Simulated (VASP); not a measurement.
## CrCuTe3: single point with PBE

Crystal: CrCuTe3.

```
CELL_PARAMETERS angstrom
4.73768 0.00000 0.00000
0.00000 4.73768 0.00000
0.00000 0.00000 5.32448
ATOMIC_POSITIONS crystal
Cr 0.00000 0.00000 0.00000
Cu 0.50000 0.50000 0.50000
Te 0.00000 0.00000 0.50000
Te 0.00000 0.50000 0.00000
Te 0.50000 0.00000 0.00000
```

The cell was generated, and may not be a known phase.

```json
{"Program": "VASP 6.6.1", "Task": "single point", "Functional": "PBE", "Potentials or basis": "VASP PAW PBE potentials, release 64 (Cr_pv, Cu, Te)", "Cutoff": "520 eV", "k mesh": "4 × 4 × 4", "Occupations": "gaussian, width 0.1 eV", "Spin": "collinear spin, ferromagnetic start", "Starting moments": "[3.0, 0.0, 0.0, 0.0, 0.0] μB"}
```

```yaml
Pressure: 9.9 GPa
Net_moment: 1.63 μB per cell
Site_moments: Cr +1.71; Cu -0.02; Te -0.02, -0.05 (each value once) μB
Valence_electrons_inside_the_program's_atomic_spheres: Cr 11.23; Cu 9.71; Te 3.32, 3.45 (each value once)
```

Stress tensor (GPa, compression positive):
```
11.00  0.00  0.00
 0.00 11.00  0.00
 0.00  0.00  7.80
```

Levels at points of the mesh, in eV from the Fermi level:
Spin up:
```csv
k point,band 18,band 19,band 20,band 21,band 22,band 23,band 24,band 25
"(0.00, 0.00, 0.00)",-1.08,-1.05,-1.05,-1.00,-0.47,-0.06,0.26,0.33
"(0.50, 0.00, 0.00)",-1.60,-1.06,-0.46,0.02,0.16,0.24,0.31,0.82
"(0.50, 0.50, 0.00)",-1.58,-1.58,-1.04,-0.21,0.61,0.61,1.07,1.91
"(0.00, 0.00, 0.50)",-1.64,-0.86,-0.20,-0.20,-0.05,0.35,0.35,0.81
"(0.50, 0.00, 0.50)",-1.63,-1.55,-1.11,0.25,0.54,0.59,1.30,2.06
"(0.50, 0.50, 0.50)",-1.43,-0.72,-0.72,-0.52,1.29,1.29,1.90,3.87
```
Spin down:
| k point | band 16 | band 17 | band 18 | band 19 | band 20 | band 21 | band 22 | band 23 | band 24 | band 25 |
| --- | --- | --- | --- | --- | --- | --- | --- | --- | --- | --- |
| (0.00, 0.00, 0.00) | -1.03 | -1.03 | -1.00 | -0.75 | -0.39 | -0.39 | 0.21 | 0.35 | 0.35 | 0.84 |
| (0.50, 0.00, 0.00) | -1.67 | -1.63 | -1.06 | -0.40 | 0.04 | 0.09 | 0.86 | 1.44 | 1.47 | 1.50 |
| (0.50, 0.50, 0.00) | -1.66 | -1.66 | -1.48 | -1.48 | -0.28 | 1.06 | 1.70 | 1.76 | 1.76 | 1.91 |
| (0.00, 0.00, 0.50) | -1.67 | -1.66 | -0.90 | -0.77 | 0.36 | 0.36 | 0.98 | 0.98 | 0.98 | 1.13 |
| (0.50, 0.00, 0.50) | -1.68 | -1.67 | -1.56 | -1.23 | -0.23 | 1.21 | 1.51 | 1.57 | 1.61 | 2.42 |
| (0.50, 0.50, 0.50) | -1.65 | -1.65 | -1.43 | 0.27 | 0.27 | 0.83 | 1.74 | 1.74 | 1.90 | 4.70 |

Wall time 2.3 min on 1 thread of Intel(R) Xeon(R) Platinum 8259CL CPU @ 2.50GHz (Skylake/Cascade Lake) (shared host), peak memory 0.32 GiB.

Caveat: the cell stands under pressure; spin-orbit coupling is left out, which moves the levels of the heavy elements.
